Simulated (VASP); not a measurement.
# Y3TaF2 (P-62m) in VASP: further runs, part 2 of 2

VASP 6.6.1. Earlier steps stand in the parts before.

### Step 3. Relaxation of cell and atoms, PBE

This run uses another cell than the first one, of 24.54 Å³/atom, 1.012 times its volume.

Input file INCAR:

```
SYSTEM = Y3TaF2
PREC = Accurate
ENCUT = 600
EDIFF = 1E-7
ISMEAR = 0
SIGMA = 0.1
LREAL = .False.
LASPH = .True.
NELM = 100
ALGO = Normal
ISIF = 3
LWAVE = .False.
LCHARG = .False.
GGA = PE
IBRION = 2
NSW = 100
EDIFFG = -0.01
```

Input file KPOINTS:

```
regular mesh
0
Gamma
  6 6 10
  0 0 0
```

Input file POSCAR:

```
Y3TaF2
1.0
    6.9832022643      0.0000000000      0.0000000000
   -3.4916011321      6.0476305606      0.0000000000
    0.0000000000      0.0000000000      3.4867437949
Y Ta F
3 1 2
Direct
    0.3617785781      0.0000000000      0.0000000000
    0.0000000000      0.3617785781      0.0000000000
    0.6382214219      0.6382214219      0.0000000000
    0.0000000000      0.0000000000      0.5000000000
    0.3333333333      0.6666666667      0.0000000000
    0.6666666667      0.3333333333      0.0000000000
```

Potentials or basis: VASP PAW PBE potentials, release 64 (Y_sv, Ta_pv, F).

On the command line:

```console
> cat potpaw_PBE.64/Y_sv/POTCAR potpaw_PBE.64/Ta_pv/POTCAR potpaw_PBE.64/F/POTCAR > POTCAR
> mpirun -np 1 vasp_std > vasp.out
```

OUTCAR:

```text
SYSTEM = Y3TaF2
   PREC = Accurate
   ENCUT = 600
   EDIFF = 1E-7
   ISMEAR = 0
   LREAL = .False.
   LASPH = .True.
   NELM = 100
   ISIF = 3
   GGA = PE
   IBRION = 2
   NSW = 100
   EDIFFG = -0.01

 ion  position               nearest neighbor table
   1  0.362  0.000  0.000-   5 2.24   6 2.24   4 3.07   4 3.07   3 3.87   2 3.87   3 3.87   2 3.87

   2  0.000  0.362  0.000-   6 2.24   5 2.24   4 3.07   4 3.07   1 3.87   3 3.87   1 3.87   3 3.87

   3  0.638  0.638  0.000-   6 2.24   5 2.24   4 3.07   4 3.07   1 3.87   1 3.87   2 3.87   2 3.87

   4  0.000  0.000  0.500-   2 3.07   2 3.07   3 3.07   3 3.07   1 3.07   1 3.07
   5  0.333  0.667  0.000-   1 2.24   2 2.24   3 2.24
   6  0.667  0.333  0.000-   2 2.24   1 2.24   3 2.24

  LATTYP: Found a hexagonal cell.
 ALAT       =     6.9832022643
 C/A-ratio  =     0.4993044255

  Lattice vectors:

 A1 = (   6.9832022643,   0.0000000000,   0.0000000000)
 A2 = (  -3.4916011321,   6.0476305606,   0.0000000000)
 A3 = (   0.0000000000,   0.0000000000,   3.4867437949)

Analysis of symmetry for initial positions (statically):
=====================================================================
 Subroutine PRICEL returns:
 Original cell was already a primitive cell.

 Routine SETGRP: Setting up the symmetry group for a
 hexagonal supercell.

 Subroutine GETGRP returns: Found 12 space group operations
 (whereof 12 operations were pure point group operations)
 out of a pool of 24 trial point group operations.

The static configuration has the point symmetry D_3h.

Analysis of symmetry for dynamics (positions and initial velocities):
=====================================================================
 Subroutine PRICEL returns:
 Original cell was already a primitive cell.

 Routine SETGRP: Setting up the symmetry group for a
 hexagonal supercell.

 Subroutine GETGRP returns: Found 12 space group operations
 (whereof 12 operations were pure point group operations)
 out of a pool of 24 trial point group operations.

The dynamic configuration has the point symmetry D_3h.

 Subroutine INISYM returns: Found 12 space group operations
 (whereof 12 operations are pure point group operations),
 and found     1 'primitive' translations

----------------------------------------------------------------------------------------

                                     Primitive cell

  volume of cell :     147.2516

  direct lattice vectors                    reciprocal lattice vectors
     6.983202264  0.000000000  0.000000000     0.143200778  0.082677008  0.000000000
    -3.491601132  6.047630561  0.000000000     0.000000000  0.165354016  0.000000000
     0.000000000  0.000000000  3.486743795     0.000000000  0.000000000  0.286800539

  length of vectors
     6.983202264  6.983202264  3.486743795     0.165354016  0.165354016  0.286800539

  position of ions in fractional coordinates (direct lattice)
     0.361778578  0.000000000  0.000000000
     0.000000000  0.361778578  0.000000000
[... 35 lines left out ...]
 Subroutine IBZKPT returns following result:
 ===========================================

 Found     42 irreducible k-points:

 Following reciprocal coordinates:
            Coordinates               Weight
  0.000000  0.000000  0.000000      1.000000
  0.166667 -0.000000  0.000000      6.000000
  0.333333 -0.000000  0.000000      6.000000
  0.500000 -0.000000  0.000000      3.000000
  0.166667  0.166667  0.000000      6.000000
  0.333333  0.166667  0.000000     12.000000
[... 16 lines left out ...]
  0.166667 -0.000000  0.300000     12.000000
  0.333333 -0.000000  0.300000     12.000000
 [... further k-points ...]
   k-points           NKPTS =     42   k-points in BZ     NKDIM =     42   number of bands    NBANDS=     34
   number of dos      NEDOS =    301   number of ions     NIONS =      6
   total plane-waves  NPLWV =  87808
   dimension x,y,z NGX =    56 NGY =   56 NGZ =   28
   dimension x,y,z NGXF=   112 NGYF=  112 NGZF=   56
   ions per type =               3   1   2
   NGX,Y,Z   is equivalent  to a cutoff of  13.33, 13.33, 13.35 a.u.
   NGXF,Y,Z  is equivalent  to a cutoff of  26.66, 26.66, 26.70 a.u.
 SYSTEM =  Y3TaF2
   PREC   = accura    normal or accurate (medium, high low for compatibility)
   ISTART =      0    job   : 0-new  1-cont  2-samecut
   ICHARG =      2    charge: 1-file 2-atom 10-const
   ISPIN  =      1    spin polarized calculation?
   LNONCOLLINEAR =      F non collinear calculations
   LSORBIT =      F    spin-orbit coupling
   LASPH  =      T    aspherical Exc in radial PAW
   ENCUT  =  600.0 eV  44.10 Ry    6.64 a.u.  13.95 13.95  6.96*2*pi/ulx,y,z
   NELM   =    100;   NELMIN=  2; NELMDL= -5     # of ELM steps
   EDIFF  = 0.1E-06   stopping-criterion for ELM
   LREAL  =      F    real-space projection
   EDIFFG = -.1E-01   stopping-criterion for IOM
   NSW    =    100    number of steps for IOM
   IBRION =      2    ionic relax: 0-MD 1-quasi-New 2-CG
   NFREE  =      1    steps in history (QN), initial steepest desc. (CG)
   ISIF   =      3    stress and relaxation
   ISYM   =      2    0-nonsym 1-usesym 2-fastsym
   POTIM  = 0.5000    time-step for ionic-motion
   TEBEG  =    0.0;   TEEND  =   0.0 temperature during run
   PSTRESS=    0.0 pullay stress
   NELECT =      58.0000    total number of electrons
   NUPDOWN=      -1.0000    fix difference up-down
   EMIN   =  10.00;   EMAX   =-10.00  energy-range for DOS
   EFERMI =   0.00;   METHOD = LEGACY
   ISMEAR =     0;   SIGMA  =   0.10  broadening in eV -4-tet -1-fermi 0-gaus
   EFERMI_NEDOS =   21; number of points for ismear=-14 and -15
   IALGO  =     38    algorithm
   IMIX   =      4    mixing-type and parameters
     AMIX     =   0.40;   BMIX     =  1.00
     AMIX_MAG =   1.60;   BMIX_MAG =  1.00
  volume/ion in A,a.u.               =      24.54       165.62
  Fermi-wavevector in a.u.,A,eV,Ry     =   1.200045  2.267756 19.593858  1.440108
  Thomas-Fermi vector in A             =   2.335891
   LORBIT       =      0    0 simple, 1 ext, 2 COOP (PROOUT), +10 PAW based schemes
   GGA     = PE    functional components
   LHFCALC =     F    Hartree Fock is set to
   AEXX    =    0.0000 exact exchange contribution
   IVDW    =     0    specifies the selected vdW correction
   LEPSILON=     F    determine dielectric tensor
   LRPA    =     F    only Hartree local field effects (RPA)
 conjugate gradient relaxation of ions
 non-spin polarized calculation
 Gauss-broadening in eV      SIGMA  =   0.10
  energy-cutoff  :      600.00
  volume of cell :      147.25
 maximum number of plane-waves:      4944
 NGX is ok and might be reduce to    56
   NGX = 27   NGY = 27   NGZ = 13

--------------------------------------- Ionic step        1  -------------------------------------------

 number of electron      57.9999990 magnetization

 Free energy of the ion-electron system (eV)
  ---------------------------------------------------
  ext. energy  EPLUGINS =         0.00000000
  ---------------------------------------------------
  free energy    TOTEN  =       -42.93470882 eV

  energy without entropy =      -42.91848916  energy(sigma->0) =      -42.92659899

------------------------ aborting loop because EDIFF is reached ----------------------------------------

  FORCE on cell =-STRESS in cart. coord.  units (eV):
  Direction    XX          YY          ZZ          XY          YZ          ZX
  --------------------------------------------------------------------------------------
  -------------------------------------------------------------------------------------
  Total        0.4593943      0.4593943     -1.7399536      0.0000000     -0.0000000      0.0000000
  in kB        4.9984602      4.9984602    -18.9316439      0.0000000     -0.0000000      0.0000000
  external PRESSURE =      -2.9782412 kB  Pullay stress =       0.0000000 kB
[... 267 lines left out ...]
--------------------------------------- Ionic step        8  -------------------------------------------

 number of electron      57.9999987 magnetization

 Free energy of the ion-electron system (eV)
  ---------------------------------------------------
  ext. energy  EPLUGINS =         0.00000000
  ---------------------------------------------------
  free energy    TOTEN  =       -42.96065104 eV

  energy without entropy =      -42.94319978  energy(sigma->0) =      -42.95192541

 E-fermi :   3.0850     XC(G=0):  -9.4842

 val. band max:        3.0753329209   @ k =   0.1667  -0.0000   0.5000
 cond. band min:       3.1082309325   @ k =   0.0000   0.0000   0.3000
 fundamental gap:      0.0328980116
 Fermi energy:         3.0850108272

 k-point     1 :       0.0000    0.0000    0.0000
  band No.  band energies     occupation
      1     -39.8170      2.00000
      2     -39.7920      2.00000
      3     -39.7920      2.00000
      4     -30.9367      2.00000
      5     -30.9167      2.00000
      6     -30.9167      2.00000
[... 877 lines left out ...]
     33       4.9364      0.00000
     34       5.0688      0.00000

 [... further k-points ...]
[... 5 lines left out ...]
  --------------------------------------------------------------------------------------
  -------------------------------------------------------------------------------------
  Total        0.0428769      0.0428769      0.0521471      0.0000000     -0.0000000     -0.0000000
  in kB        0.4741488      0.4741488      0.5766630      0.0000000     -0.0000000     -0.0000000
  external PRESSURE =       0.5083202 kB  Pullay stress =       0.0000000 kB
[... 21 lines left out ...]
  FREE ENERGIE OF THE ION-ELECTRON SYSTEM (eV)
  ---------------------------------------------------
  free  energy   TOTEN  =       -42.9606510425 eV

  energy  without entropy=      -42.9431997802  energy(sigma->0) =      -42.95192541

 reached required accuracy - stopping structural energy minimisation
```

It took 29 min on 1 thread of AMD EPYC 7R43 (Zen 3), shared host; peak memory 0.42 GiB.

What came out:

* Free energy: -42.9607 eV
* Relaxed volume: 24.15 Å³/atom
* Relaxed cell: a = 7.025 Å, b = 7.025 Å, c = 3.390 Å, α = 90.00°, β = 90.00°, γ = 120.00°
* Space group after relaxing (to 0.05 Å): P-62m (No. 189)
* Energy gained by relaxing: 4.3 meV/atom
* Ionic steps: 8
* Pressure after relaxing: 0.1 GPa
* Band gap on the k mesh: zero (band 29 reaches 3.25 eV, above the bottom of band 30 at 3.03 eV)

Forces in eV/Å, atoms in the order of the input:
```
Y   -0.002  0.000  0.000
Y    0.001 -0.002  0.000
Y    0.001  0.002  0.000
Ta   0.000  0.000  0.000
F    0.000  0.000  0.000
F    0.000  0.000  0.000
```

The path:
```
step  energy change (eV)  largest force (eV/Å)  pressure (GPa)  volume (Å³)
   1              0.0000                0.0488           -0.30       147.25
   2             -0.0195                0.0444           -0.22       146.27
   3             -0.0227                0.0953           -0.16       145.70
   4             -0.0227                0.0980           -0.16       145.67
   5             -0.0242                0.0743            0.09       145.02
   6             -0.0244                0.0573            0.28       144.56
   7             -0.0253                0.0351            0.19       144.68
   8             -0.0259                0.0021            0.05       144.88
```

Final structure:
```yaml
crystal:
  lattice:
    - [7.02476, 0.00000, 0.00000]
    - [-3.51238, 6.08362, 0.00000]
    - [0.00000, 0.00000, 3.39021]
  atoms:
    - { symbol: Y, position: [0.36425, 0.00000, 0.00000] }
    - { symbol: Y, position: [0.00000, 0.36425, 0.00000] }
    - { symbol: Y, position: [0.63575, 0.63575, 0.00000] }
    - { symbol: Ta, position: [0.00000, 0.00000, 0.50000] }
    - { symbol: F, position: [0.33333, 0.66667, 0.00000] }
    - { symbol: F, position: [0.66667, 0.33333, 0.00000] }
```

Caveat: spin-orbit coupling is left out, which moves the levels of the heavy elements.
